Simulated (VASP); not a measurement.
# WS (F-43m) in VASP: single point with PBE+U

Aim: the single point of WS with PBE+U.

All numbers are computed with VASP 6.6.1; they aren't measurements. Logs are shortened: lines on timing, memory, paths and dates and some standing lists are left out, and cuts for length are marked.

## 1. The cell of the first run

The structure is cubic, space group F-43m (No. 216). The conventional cell has a = 5.938 Å, b = 5.938 Å, c = 5.938 Å, α = 90.00°, β = 90.00°, γ = 90.00°. Within 3.4 Å of W (site symmetry -43m) lie 4 S at 2.57 Å. Within 3.4 Å of S (site symmetry -43m) lie 4 W at 2.57 Å.

## 2. Single point, PBE+U, collinear spin

Input file INCAR:

```
PREC = Accurate
ENCUT = 520
EDIFF = 1E-6
ISMEAR = 0
SIGMA = 0.1
LREAL = False
LASPH = True
NELM = 300
ALGO = All
ISIF = 2
LWAVE = False
LCHARG = True
ISPIN = 2
MAGMOM = 0.86 0
LORBIT = 11
LMAXMIX = 4
LDAU = True
LDAUTYPE = 2
LDAUL = 2 -1
LDAUU = 6.2 0
LDAUJ = 0 0
LDAUPRINT = 1
GGA = PE
LVHAR = True
NBANDS = 21
GGA_COMPAT = False
ISEARCH = 1
KPAR = 4
```

Input file KPOINTS:

```
regular mesh
0
Gamma
  6 6 6
```

Input file POSCAR:

```
WS
1.0
    0.0000000000      2.9690384955      2.9690384955
    2.9690384955      0.0000000000      2.9690384955
    2.9690384955      2.9690384955      0.0000000000
W S
1 1
Direct
    0.0000000000      0.0000000000      0.0000000000
    0.2500000000      0.2500000000      0.2500000000
```

Potentials or basis: VASP PAW PBE potentials, release 64 (W_sv, S).

Command:

```bash
$ cat potpaw_PBE.64/W_sv/POTCAR potpaw_PBE.64/S/POTCAR > POTCAR
$ mpirun -np 4 vasp_std > vasp.out
```

OUTCAR:

```text
PREC = Accurate
   ENCUT = 520
   EDIFF = 1E-6
   ISMEAR = 0
   LREAL = False
   LASPH = True
   NELM = 300
   ISIF = 2
   ISPIN = 2
   LORBIT = 11
   GGA = PE

 ion  position               nearest neighbor table
   1  0.000  0.000  0.000-   2 2.57   2 2.57   2 2.57   2 2.57
   2  0.250  0.250  0.250-   1 2.57   1 2.57   1 2.57   1 2.57

  LATTYP: Found a face centered cubic cell.
 ALAT       =     5.9380769910

  Lattice vectors:

 A1 = (   0.0000000000,   2.9690384955,   2.9690384955)
 A2 = (   2.9690384955,   0.0000000000,   2.9690384955)
 A3 = (   2.9690384955,   2.9690384955,   0.0000000000)

Analysis of symmetry for initial positions (statically):
=====================================================================
 Subroutine PRICEL returns:
 Original cell was already a primitive cell.

 Routine SETGRP: Setting up the symmetry group for a
 face centered cubic supercell.

 Subroutine GETGRP returns: Found 24 space group operations
 (whereof 24 operations were pure point group operations)
 out of a pool of 48 trial point group operations.

The static configuration has the point symmetry T_d .

Analysis of symmetry for dynamics (positions and initial velocities):
=====================================================================
 Subroutine PRICEL returns:
 Original cell was already a primitive cell.

 Routine SETGRP: Setting up the symmetry group for a
 face centered cubic supercell.

 Subroutine GETGRP returns: Found 24 space group operations
 (whereof 24 operations were pure point group operations)
 out of a pool of 48 trial point group operations.

The dynamic configuration has the point symmetry T_d .

Analysis of structural, dynamic, and magnetic symmetry:
=====================================================================
 Subroutine PRICEL returns:
 Original cell was already a primitive cell.

 Routine SETGRP: Setting up the symmetry group for a
 face centered cubic supercell.

 Subroutine GETGRP returns: Found 24 space group operations
 (whereof 24 operations were pure point group operations)
 out of a pool of 48 trial point group operations.

The overall configuration has the point symmetry T_d .

 Subroutine INISYM returns: Found 24 space group operations
 (whereof 24 operations are pure point group operations),
 and found     1 'primitive' translations

----------------------------------------------------------------------------------------

                                     Primitive cell

  volume of cell :      52.3453

  direct lattice vectors                    reciprocal lattice vectors
     0.000000000  2.969038495  2.969038495    -0.168404687  0.168404687  0.168404687
     2.969038495  0.000000000  2.969038495     0.168404687 -0.168404687  0.168404687
     2.969038495  2.969038495  0.000000000     0.168404687  0.168404687 -0.168404687

  length of vectors
     4.198854508  4.198854508  4.198854508     0.291685475  0.291685475  0.291685475

  position of ions in fractional coordinates (direct lattice)
     0.000000000  0.000000000  0.000000000
     0.250000000  0.250000000  0.250000000

  ion indices of the primitive-cell ions
   primitive index   ion index
                 1           1
                 2           2

----------------------------------------------------------------------------------------

 KPOINTS: regular mesh

Automatic generation of k-mesh.
 Grid dimensions read from file:
 generate k-points for:    6    6    6

 Generating k-lattice:

  Cartesian coordinates                     Fractional coordinates (reciprocal lattice)
    -0.028067448  0.028067448  0.028067448     0.166666667  0.000000000  0.000000000
     0.028067448 -0.028067448  0.028067448     0.000000000  0.166666667  0.000000000
     0.028067448  0.028067448 -0.028067448     0.000000000  0.000000000  0.166666667

  Length of vectors
     0.048614246  0.048614246  0.048614246

[... 58 lines left out ...]
   EFERMI =   0.00;   METHOD = LEGACY
   ISMEAR =     0;   SIGMA  =   0.10  broadening in eV -4-tet -1-fermi 0-gaus
   EFERMI_NEDOS =   21; number of points for ismear=-14 and -15
   IALGO  =     58    algorithm
   IMIX   =      4    mixing-type and parameters
     AMIX     =   0.40;   BMIX     =  1.00
     AMIX_MAG =   1.60;   BMIX_MAG =  1.00
  volume/ion in A,a.u.               =      26.17       176.62
  Fermi-wavevector in a.u.,A,eV,Ry     =   1.187934  2.244870 19.200369  1.411187
  Thomas-Fermi vector in A             =   2.324075
   LORBIT       =     11    0 simple, 1 ext, 2 COOP (PROOUT), +10 PAW based schemes
 LDA+U is selected, type is set to LDAUTYPE =  2
   angular momentum for each species LDAUL =     2   -1
   U (eV)           for each species LDAUU =   6.2  0.0
   J (eV)           for each species LDAUJ =   0.0  0.0
   GGA     = PE    functional components
   LHFCALC =     F    Hartree Fock is set to
   AEXX    =    0.0000 exact exchange contribution
   IVDW    =     0    specifies the selected vdW correction
   LEPSILON=     F    determine dielectric tensor
   LRPA    =     F    only Hartree local field effects (RPA)
 spin polarized calculation
 Gauss-broadening in eV      SIGMA  =   0.10
  energy-cutoff  :      520.00
  volume of cell :       52.35
 maximum number of plane-waves:      1420
   NGX = 15   NGY = 15   NGZ = 15

atom =   1  type =  1  l = 2

 onsite density matrix

spin component  1

  0.5851 -0.0000 -0.0000 -0.0000 -0.0000
 -0.0000  0.5851 -0.0000  0.0000 -0.0000
 -0.0000 -0.0000  0.7464  0.0000 -0.0000
 -0.0000  0.0000  0.0000  0.5851  0.0000
 -0.0000 -0.0000 -0.0000  0.0000  0.7464

spin component  2

  0.0511 -0.0000 -0.0000  0.0000  0.0000
 -0.0000  0.0511 -0.0000  0.0000 -0.0000
 -0.0000 -0.0000  0.0136  0.0000 -0.0000
  0.0000  0.0000  0.0000  0.0511  0.0000
  0.0000 -0.0000 -0.0000  0.0000  0.0136

 occupancies and eigenvectors

  o =  0.0136  v =  0.0000  0.0000  0.0000  0.0000  0.0000  0.0000 -0.0000 -0.9867  0.0000 -0.1628      0.0000  0.0000  0.0000  0.0000  0.0000  0.0000  0.0000  0.0000  0.0000  0.0000
  o =  0.0136  v =  0.0000  0.0000  0.0000  0.0000  0.0000  0.0000  0.0000  0.1628  0.0000 -0.9867      0.0000  0.0000  0.0000  0.0000  0.0000  0.0000  0.0000  0.0000  0.0000  0.0000
  o =  0.0511  v =  0.0000  0.0000  0.0000  0.0000  0.0000  1.0000  0.0000  0.0000  0.0000  0.0000      0.0000  0.0000  0.0000  0.0000  0.0000  0.0000  0.0000  0.0000  0.0000  0.0000
  o =  0.0511  v =  0.0000  0.0000  0.0000  0.0000  0.0000  0.0000  0.0762  0.0000  0.9971  0.0000      0.0000  0.0000  0.0000  0.0000  0.0000  0.0000  0.0000  0.0000  0.0000  0.0000
  o =  0.0511  v =  0.0000  0.0000  0.0000  0.0000  0.0000  0.0000  0.9971 -0.0000 -0.0762 -0.0000      0.0000  0.0000  0.0000  0.0000  0.0000  0.0000  0.0000  0.0000  0.0000  0.0000
  o =  0.5851  v =  1.0000  0.0000  0.0000  0.0000  0.0000  0.0000  0.0000  0.0000  0.0000  0.0000      0.0000  0.0000  0.0000  0.0000  0.0000  0.0000  0.0000  0.0000  0.0000  0.0000
  o =  0.5851  v =  0.0000 -0.0109 -0.0000 -0.9999  0.0000  0.0000  0.0000  0.0000  0.0000  0.0000      0.0000  0.0000  0.0000  0.0000  0.0000  0.0000  0.0000  0.0000  0.0000  0.0000
  o =  0.5851  v =  0.0000 -0.9999  0.0000  0.0109  0.0000  0.0000  0.0000  0.0000  0.0000  0.0000      0.0000  0.0000  0.0000  0.0000  0.0000  0.0000  0.0000  0.0000  0.0000  0.0000
  o =  0.7464  v =  0.0000  0.0000  0.9462 -0.0000  0.3237  0.0000  0.0000  0.0000  0.0000  0.0000      0.0000  0.0000  0.0000  0.0000  0.0000  0.0000  0.0000  0.0000  0.0000  0.0000
  o =  0.7464  v =  0.0000 -0.0000  0.3237 -0.0000 -0.9462  0.0000  0.0000  0.0000  0.0000  0.0000      0.0000  0.0000  0.0000  0.0000  0.0000  0.0000  0.0000  0.0000  0.0000  0.0000

 number of electron      20.0000001 magnetization       3.9989644

 Free energy of the ion-electron system (eV)
  ---------------------------------------------------
  ext. energy  EPLUGINS =         0.00000000
  ---------------------------------------------------
  free energy    TOTEN  =        -9.73826970 eV

  energy without entropy =       -9.72828316  energy(sigma->0) =       -9.73327643

 E-fermi :   5.3067     XC(G=0):  -9.3273

 val. band max:        5.2573131809   @ k =  -0.3333   0.3333   0.1667
 cond. band min:       5.3442364477   @ k =   0.5000   0.1667   0.0000
 fundamental gap:      0.0869232668
 Fermi energy:         5.3066744538

 spin component 1

 k-point     1 :       0.0000    0.0000    0.0000
  band No.  band energies     occupation
      1     -69.7467      1.00000
      2     -34.2319      1.00000
      3     -34.2319      1.00000
      4     -34.2319      1.00000
      5      -9.3555      1.00000
      6      -0.3884      1.00000
[... 373 lines left out ...]
     20      16.2499      0.00000
     21      17.1398      0.00000
 Fermi energy:         5.3066744538

 spin component 2

 k-point     1 :       0.0000    0.0000    0.0000
  band No.  band energies     occupation
      1     -68.2899      1.00000
      2     -32.2474      1.00000
      3     -32.2474      1.00000
      4     -32.2474      1.00000
      5      -9.2997      1.00000
      6       0.9028      1.00000
[... 373 lines left out ...]
     20      17.3207      0.00000
     21      18.0249      0.00000

------------------------ aborting loop because EDIFF is reached ----------------------------------------

  FORCE on cell =-STRESS in cart. coord.  units (eV):
  Direction    XX          YY          ZZ          XY          YZ          ZX
  --------------------------------------------------------------------------------------
  -------------------------------------------------------------------------------------
  Total       -0.5361174     -0.5361174     -0.5361174      0.0000000      0.0000000      0.0000000
  in kB      -16.4094123    -16.4094123    -16.4094123      0.0000000      0.0000000      0.0000000
  external PRESSURE =     -16.4094123 kB  Pullay stress =       0.0000000 kB

 VOLUME and BASIS-vectors are now :
 -----------------------------------------------------------------------------
  energy-cutoff  :      520.00
  volume of cell :       52.35
      direct lattice vectors                 reciprocal lattice vectors
     0.000000000  2.969038495  2.969038495    -0.168404687  0.168404687  0.168404687
     2.969038495  0.000000000  2.969038495     0.168404687 -0.168404687  0.168404687
     2.969038495  2.969038495  0.000000000     0.168404687  0.168404687 -0.168404687

 POSITION                                       TOTAL-FORCE (eV/Angst)
 -----------------------------------------------------------------------------------
      0.00000      0.00000      0.00000         0.000000     -0.000000      0.000000
      1.48452      1.48452      1.48452        -0.000000      0.000000     -0.000000
 -----------------------------------------------------------------------------------
    total drift:                               -0.000000     -0.000000     -0.000000

  FREE ENERGIE OF THE ION-ELECTRON SYSTEM (eV)
  ---------------------------------------------------
  free  energy   TOTEN  =        -9.7382697040 eV

  energy  without entropy=       -9.7282832458  energy(sigma->0) =       -9.73327647

 total charge

# of ion       s       p       d       tot
------------------------------------------
    1        2.275   6.119   3.388  11.782
    2        1.329   2.362   0.000   3.692
--------------------------------------------------
tot          3.604   8.481   3.388  15.473

 magnetization (x)

# of ion       s       p       d       tot
------------------------------------------
    1        0.094   0.052   3.036   3.182
    2        0.005  -0.195   0.000  -0.190
--------------------------------------------------
tot          0.099  -0.143   3.036   2.991
```

Wall time 60 s (4 MPI ranks of Intel Xeon 6975P-C (Granite Rapids), shared host); peak memory 0.21 GiB.

Results:

* Free energy: -9.7383 eV
* Pressure: -1.6 GPa
* Band gap on the k mesh: zero (filled and empty bands overlap)
* Net moment: 4.00 μB per cell
* Site moments: W +3.18; S -0.19 μB
* Valence electrons inside the program's atomic spheres: W 11.78; S 3.69

Eigenvalues of the final occupation matrices:
| site | spin | trace | eigenvalues |
| --- | --- | --- | --- |
| site 1 d | 1 | 3.25 | 0.59 0.59 0.59 0.75 0.75 |
| site 1 d | 2 | 0.18 | 0.01 0.01 0.05 0.05 0.05 |

Caveat: spin-orbit coupling is left out, which moves the levels of the heavy elements.

The gap in the log of VASP goes by the Fermi energy; the results here count the filled bands.